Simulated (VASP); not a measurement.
**Na2Al2O: single point with PBE**

Crystal: Na2Al2O.

```
CELL_PARAMETERS angstrom
2.62400 -2.80051 0.00000
2.62400 2.80051 0.00000
0.00000 0.00000 6.29623
ATOMIC_POSITIONS crystal
Na 0.00000 0.50000 0.50000
Na 0.50000 0.00000 0.50000
Al 0.50000 0.50000 0.17260
Al 0.50000 0.50000 0.82740
O 0.00000 0.00000 0.50000
```

The cell was generated, and may not be a known phase.

| Property | Result |
| --- | --- |
| Program | VASP 6.6.1 |
| Task | single point |
| Functional | PBE |
| Potentials or basis | VASP PAW PBE potentials, release 64 (Na_sv, Al, O) |
| Cutoff | 1130 eV |
| k mesh | 4 × 4 × 4 |
| Occupations | gaussian, width 0.1 eV |
| Spin | no spin polarisation |

| Property | Result |
| --- | --- |
| Pressure | 22.2 GPa |
| Largest force | 2.530 eV/Å |
| Band gap on the k mesh | zero (bands 15 and 16 overlap by 2.21 eV) |

Forces in eV/Å, atoms in the order of the input:
```
Na   0.000  0.000  0.000
Na   0.000  0.000  0.000
Al   0.000  0.000  2.530
Al   0.000  0.000 -2.530
O    0.000  0.000  0.000
```

Stress tensor (GPa, compression positive):
```
19.76  0.00  0.00
 0.00 21.98  0.00
 0.00  0.00 24.90
```

Levels at points of the mesh, in eV from the Fermi level:
```tsv
k point	band 13	band 14	band 15	band 16	band 17	band 18
(0.00, 0.00, 0.00)	-1.51	-1.36	-0.57	2.35	2.41	4.27
(0.50, 0.00, 0.00)	-2.34	-2.15	-1.39	0.19	2.15	2.80
(0.50, 0.50, 0.00)	-2.05	-1.19	-0.84	-0.48	-0.41	1.56
(0.00, 0.00, 0.50)	-1.49	-1.35	1.32	2.14	2.28	3.02
(0.50, 0.00, 0.50)	-1.39	-1.00	-0.68	0.50	0.87	2.93
(0.50, 0.50, 0.50)	-2.37	-2.06	-1.30	-0.89	1.47	1.75
```

Wall time 80 s on 1 thread of Intel(R) Xeon(R) 6975P-C (Granite Rapids), on a shared host, peak memory 0.4 GiB.

Caveat: the k points lie up to 0.41 Å⁻¹ apart, too coarse for converged energies and pressures of a metal; forces of over 1 eV/Å act on the atoms, so gaps and moduli don't describe the material at rest.
